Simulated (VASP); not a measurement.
# SnSe2 (P-3m1) in VASP: a series of runs

The runs below take SnSe2 through single point, with PBE.

Everything below comes from runs of VASP 6.6.1. Logs are shortened: lines on timing, memory, paths and dates and some standing lists are left out, and cuts for length are marked.

## 1. The cell of the first run

Symmetry: P-3m1, No. 164, trigonal system. The conventional cell has a = 3.873 Å, b = 3.873 Å, c = 7.403 Å, α = 90.00°, β = 90.00°, γ = 120.00°. Sn (site symmetry -3m) has 6 Se at 2.75 Å within 3.6 Å. Se (site symmetry 3m) has 3 Sn at 2.75 Å within 3.6 Å.

## 2. Single point, PBE (volume scaled by 1.06, then relaxed in part)

Contents of INCAR:

```
  ALGO = Normal
  EDIFF = 1E-6
  ENCUT = 520
  GGA = PE
  ISIF = 2
  ISMEAR = 0
  LASPH = T
  LCHARG = F
  LREAL = F
  LWAVE = F
  NBANDS = 20
  NELM = 80
  PREC = Accurate
  SIGMA = 0.02
```

Contents of KPOINTS:

```
k-points
0
Gamma
  12 12 4
```

Contents of POSCAR:

```
SnSe2
1.0
    3.8728219873      0.0000000000      0.0000000000
   -1.9364109936      3.3539622254      0.0000000000
    0.0000000000      0.0000000000      7.4030992228
Sn Se
1 2
Direct
    0.0000000000      0.0000000000      0.0000000000
    0.3333333333      0.6666666667      0.2153998145
    0.6666666667      0.3333333333      0.7846001855
```

Potentials or basis: VASP PAW PBE potentials, release 64 (Sn_d, Se).

Command:

```sh
cat potpaw_PBE.64/Sn_d/POTCAR potpaw_PBE.64/Se/POTCAR > POTCAR
mpirun -np 1 vasp_std > vasp.out
```

OUTCAR:

```text
EDIFF = 1E-6
   ENCUT = 520
   GGA = PE
   ISIF = 2
   ISMEAR = 0
   LASPH = T
   LREAL = F
   NELM = 80
   PREC = Accurate

 ion  position               nearest neighbor table
   1  0.000  0.000  0.000-   2 2.75   3 2.75   3 2.75   2 2.75   3 2.75   2 2.75
   2  0.333  0.667  0.215-   1 2.75   1 2.75   1 2.75
   3  0.667  0.333  0.785-   1 2.75   1 2.75   1 2.75

  LATTYP: Found a hexagonal cell.
 ALAT       =     3.8728219873
 C/A-ratio  =     1.9115516404

  Lattice vectors:

 A1 = (   3.8728219873,   0.0000000000,   0.0000000000)
 A2 = (  -1.9364109936,   3.3539622254,   0.0000000000)
 A3 = (   0.0000000000,   0.0000000000,   7.4030992228)

Analysis of symmetry for initial positions (statically):
=====================================================================
 Subroutine PRICEL returns:
 Original cell was already a primitive cell.

 Routine SETGRP: Setting up the symmetry group for a
 hexagonal supercell.

 Subroutine GETGRP returns: Found 12 space group operations
 (whereof 12 operations were pure point group operations)
 out of a pool of 24 trial point group operations.

The static configuration has the point symmetry D_3d.

Analysis of symmetry for dynamics (positions and initial velocities):
=====================================================================
 Subroutine PRICEL returns:
 Original cell was already a primitive cell.

 Routine SETGRP: Setting up the symmetry group for a
 hexagonal supercell.

 Subroutine GETGRP returns: Found 12 space group operations
 (whereof 12 operations were pure point group operations)
 out of a pool of 24 trial point group operations.

The dynamic configuration has the point symmetry D_3d.

 Subroutine INISYM returns: Found 12 space group operations
 (whereof 12 operations are pure point group operations),
 and found     1 'primitive' translations

----------------------------------------------------------------------------------------

                                     Primitive cell

  volume of cell :      96.1611

  direct lattice vectors                    reciprocal lattice vectors
     3.872821987  0.000000000  0.000000000     0.258209647  0.149077409  0.000000000
[... 77 lines left out ...]
   NGXF,Y,Z  is equivalent  to a cutoff of  25.76, 25.76, 25.15 a.u.
 SYSTEM =  unknown system
   PREC   = accura    normal or accurate (medium, high low for compatibility)
   ISTART =      0    job   : 0-new  1-cont  2-samecut
   ICHARG =      2    charge: 1-file 2-atom 10-const
   ISPIN  =      1    spin polarized calculation?
   LNONCOLLINEAR =      F non collinear calculations
   LSORBIT =      F    spin-orbit coupling
   LASPH  =      T    aspherical Exc in radial PAW
   ENCUT  =  520.0 eV  38.22 Ry    6.18 a.u.   7.20  7.20 13.76*2*pi/ulx,y,z
   NELM   =     80;   NELMIN=  2; NELMDL= -5     # of ELM steps
   EDIFF  = 0.1E-05   stopping-criterion for ELM
   LREAL  =      F    real-space projection
   EDIFFG = 0.1E-04   stopping-criterion for IOM
   NSW    =      0    number of steps for IOM
   IBRION =     -1    ionic relax: 0-MD 1-quasi-New 2-CG
   NFREE  =      0    steps in history (QN), initial steepest desc. (CG)
   ISIF   =      2    stress and relaxation
   ISYM   =      2    0-nonsym 1-usesym 2-fastsym
   POTIM  = 0.5000    time-step for ionic-motion
   TEBEG  =    0.0;   TEEND  =   0.0 temperature during run
   PSTRESS=    0.0 pullay stress
   NELECT =      26.0000    total number of electrons
   NUPDOWN=      -1.0000    fix difference up-down
   EMIN   =  10.00;   EMAX   =-10.00  energy-range for DOS
   EFERMI =   0.00;   METHOD = LEGACY
   ISMEAR =     0;   SIGMA  =   0.02  broadening in eV -4-tet -1-fermi 0-gaus
   EFERMI_NEDOS =   21; number of points for ismear=-14 and -15
   IALGO  =     38    algorithm
   IMIX   =      4    mixing-type and parameters
     AMIX     =   0.40;   BMIX     =  1.00
     AMIX_MAG =   1.60;   BMIX_MAG =  1.00
  volume/ion in A,a.u.               =      32.05       216.31
  Fermi-wavevector in a.u.,A,eV,Ry     =   1.058602  2.000468 15.247219  1.120639
  Thomas-Fermi vector in A             =   2.193918
   LORBIT       =      0    0 simple, 1 ext, 2 COOP (PROOUT), +10 PAW based schemes
   GGA     = PE    functional components
   LHFCALC =     F    Hartree Fock is set to
   AEXX    =    0.0000 exact exchange contribution
   IVDW    =     0    specifies the selected vdW correction
   LEPSILON=     F    determine dielectric tensor
   LRPA    =     F    only Hartree local field effects (RPA)
 non-spin polarized calculation
 Gauss-broadening in eV      SIGMA  =   0.02
  energy-cutoff  :      520.00
  volume of cell :       96.16
 maximum number of plane-waves:      2614
 NGX is ok and might be reduce to    30
   NGX = 15   NGY = 15   NGZ = 27

 number of electron      25.9999998 magnetization

 Free energy of the ion-electron system (eV)
  ---------------------------------------------------
  ext. energy  EPLUGINS =         0.00000000
  ---------------------------------------------------
  free energy    TOTEN  =       -11.87316803 eV

  energy without entropy =      -11.87316803  energy(sigma->0) =      -11.87316803

 E-fermi :   2.1549     XC(G=0):  -8.2435

 val. band max:        2.0454206609   @ k =   0.1667   0.0000   0.0000
 cond. band min:       2.7726717818   @ k =   0.5000  -0.0000   0.5000
 fundamental gap:      0.7272511209
 Fermi energy:         2.1548666308

 k-point     1 :       0.0000    0.0000    0.0000
  band No.  band energies     occupation
      1     -19.0611      2.00000
      2     -19.0611      2.00000
      3     -19.0288      2.00000
      4     -19.0197      2.00000
      5     -19.0197      2.00000
      6     -11.2769      2.00000
[... 541 lines left out ...]
     19       9.9117      0.00000
     20      10.5594      0.00000

 [... further k-points ...]
[... 5 lines left out ...]
  --------------------------------------------------------------------------------------
  -------------------------------------------------------------------------------------
  Total       -0.0291414     -0.0291414     -0.0124030     -0.0000000     -0.0000000      0.0000000
  in kB       -0.4855356     -0.4855356     -0.2066517     -0.0000000     -0.0000000      0.0000000
  external PRESSURE =      -0.3925743 kB  Pullay stress =       0.0000000 kB

 VOLUME and BASIS-vectors are now :
 -----------------------------------------------------------------------------
  energy-cutoff  :      520.00
  volume of cell :       96.16
      direct lattice vectors                 reciprocal lattice vectors
     3.872821987  0.000000000  0.000000000     0.258209647  0.149077409  0.000000000
    -1.936410994  3.353962225  0.000000000     0.000000000  0.298154819  0.000000000
     0.000000000  0.000000000  7.403099223     0.000000000  0.000000000  0.135078562

 POSITION                                       TOTAL-FORCE (eV/Angst)
 -----------------------------------------------------------------------------------
      0.00000      0.00000      0.00000         0.000000      0.000000      0.000000
     -0.00000      2.23597      1.59463        -0.000000     -0.000000      0.011182
      1.93641      1.11799      5.80847         0.000000      0.000000     -0.011182
 -----------------------------------------------------------------------------------
    total drift:                                0.000000     -0.000000     -0.000000

  FREE ENERGIE OF THE ION-ELECTRON SYSTEM (eV)
  ---------------------------------------------------
  free  energy   TOTEN  =       -11.8731680281 eV

  energy  without entropy=      -11.8731680281  energy(sigma->0) =      -11.87316803
```

It took 46 s on 1 thread of Intel Xeon 6975P-C (Granite Rapids), shared host; peak memory 0.29 GiB.

Results:

* Free energy: -11.8732 eV
* Pressure: 0.0 GPa
* Largest force: 0.011 eV/Å
* Band gap on the k mesh: 0.73 eV, indirect (least direct gap 1.06 eV)

Forces in eV/Å, atoms in the order of the input:
```
Sn   0.000  0.000  0.000
Se   0.000  0.000  0.011
Se   0.000  0.000 -0.011
```

Caveat: the cell differs from its parent crystal (volume scaled by 1.06, then relaxed in part); spin-orbit coupling is left out, which moves the levels of the heavy elements; this functional lacks dispersion, which binds the layers, so the pressure and a relaxed spacing across them are unreliable. A k mesh can miss the band edges.

## 3. Single point, PBE

This run uses another cell than the first one, of 25.73 Å³/atom, 0.803 times its volume.

Contents of INCAR:

```
  PREC = Accurate
  ENCUT = 500
  EDIFF = 1E-6
  ISMEAR = 0
  SIGMA = 0.1
  LREAL = False
  LASPH = True
  NELM = 120
  ALGO = Normal
  ISIF = 2
  LWAVE = False
  LCHARG = False
  GGA = PE
  NBANDS = 20
  GGA_COMPAT = False
```

Contents of KPOINTS:

```
Automatic mesh
0
Gamma
  6 6 4
```

Contents of POSCAR:

```
SnSe2
1.0
    3.8110000000      0.0000000000      0.0000000000
   -1.9055000000      3.3004228138      0.0000000000
    0.0000000000      0.0000000000      6.1360000000
Sn Se
1 2
Direct
    0.0000000000      0.0000000000      0.0000000000
    0.3333333333      0.6666666667      0.2490000000
    0.6666666667      0.3333333333      0.7510000000
```

Potentials or basis: VASP PAW PBE potentials, release 64 (Sn_d, Se).

Command:

```sh
cat potpaw_PBE.64/Sn_d/POTCAR potpaw_PBE.64/Se/POTCAR > POTCAR
mpirun -np 1 vasp_std > vasp.out
```

Wall time 46 s (1 thread of Intel Xeon 8259CL, shared host); peak memory 0.2 GiB.

Results (log left out):

```yaml
Free_energy: -11.7373 eV
Pressure: 5.7 GPa
Largest_force: 0.796 eV/Å
Band_gap_on_the_k_mesh: 0.82 eV, indirect (least direct gap 1.09 eV)
```

Forces in eV/Å, atoms in the order of the input:
```
Sn   0.000  0.000  0.000
Se   0.000  0.000  0.796
Se   0.000  0.000 -0.796
```

Stress tensor (GPa, compression positive):
```
5.21 0.00 0.00
0.00 5.21 0.00
0.00 0.00 6.57
```

Levels at points of the mesh, in eV from the valence-band top:
```
           k point  band 9  band 10  band 11  band 12  band 13  band 14  band 15  band 16  band 17  band 18
(0.00, 0.00, 0.00)   -0.70    -0.70    -0.39    -0.39     0.00     1.09     2.95     4.64     4.64     8.13
(0.50, 0.00, 0.00)   -4.48    -2.90    -2.68    -1.19    -0.30     1.16     3.80     5.45     5.49     7.28
(0.00, 0.00, 0.50)   -2.04    -0.79    -0.79    -0.24    -0.24     2.45     2.92     4.37     4.37     8.17
(0.50, 0.00, 0.50)   -4.92    -2.51    -1.99    -0.83    -0.69     0.87     4.26     4.85     5.84     6.36
```

Caveat: spin-orbit coupling is left out, which moves the levels of the heavy elements; this functional lacks dispersion, which binds the layers, so the pressure and a relaxed spacing across them are unreliable.
